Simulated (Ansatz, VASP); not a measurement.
Two plane-wave programs on Ir

INCAR

```
SYSTEM = Ir
PREC = Accurate ; ENCUT = 520
EDIFF = 1E-7 ; ISMEAR = -1
SIGMA = 0.1 ; LREAL = .FALSE.
LASPH = .TRUE. ; NELM = 80
ALGO = Normal ; ISIF = 2
LWAVE = .FALSE. ; LCHARG = .FALSE.
GGA = PS ; NBANDS = 16
```

KPOINTS

```
regular mesh
0
G
  11 11 11
  0 0 0
```

The input POSCAR:

```
Ir
1.0
    0.0000000000      2.7169510735      2.7169510735
    2.7169510735      0.0000000000      2.7169510735
    2.7169510735      2.7169510735      0.0000000000
Ir
2
Direct
    0.1250000000      0.1250000000      0.1250000000
    0.8750000000      0.8750000000      0.8750000000
```

Input for Ansatz:

```yaml
crystal:
  lattice:
    - [0.0, 2.7169510735, 2.7169510735]
    - [2.7169510735, 0.0, 2.7169510735]
    - [2.7169510735, 2.7169510735, 0.0]
  atoms:
    - { symbol: Ir, position: [0.125, 0.125, 0.125] }
    - { symbol: Ir, position: [0.875, 0.875, 0.875] }
hamiltonian:
  xc: pbesol
  pseudopotentials:
    kind: paw
    azcp:
      Ir: "pseudopotentials/Ir.paw.azcp"
basis:
  ecutwfc: 420
  fft_grid_basis: typed
kpoints:
  mp_grid: { grid: [11, 11, 11], shift: [0, 0, 0] }
magnetization:
  spin_polarized: false
scf:
  occupations: { method: fermi_dirac, width: 0.1 }
  lower_state_search: "off"
output:
  stress: true
```

Alike in both runs: task single point; functional PBEsol; k mesh 11 × 11 × 11; occupations fermi-dirac, width 0.1 eV; no spin polarisation.

|  | VASP | Ansatz |
| --- | --- | --- |
| version | VASP 6.6.1 | Ansatz 0.2.0 |
| potentials or method | VASP PAW PBE potentials, release 64 (Ir), cutoff 520 eV | plane waves (420 eV) with PAW, scalar-relativistic |
| valence electrons in the cell | 18 | 34 |

```csv
,VASP,Ansatz,Ansatz less VASP
pressure (GPa),8.6,9.1,+0.54
```

VASP's potentials were made for PBE, not for PBEsol, and Ansatz warns of the same on its side. VASP's potentials hold 18 valence electrons a cell and Ansatz's 34, so a difference there can come from the potentials and not from the codes.

Spin-orbit coupling is off throughout.
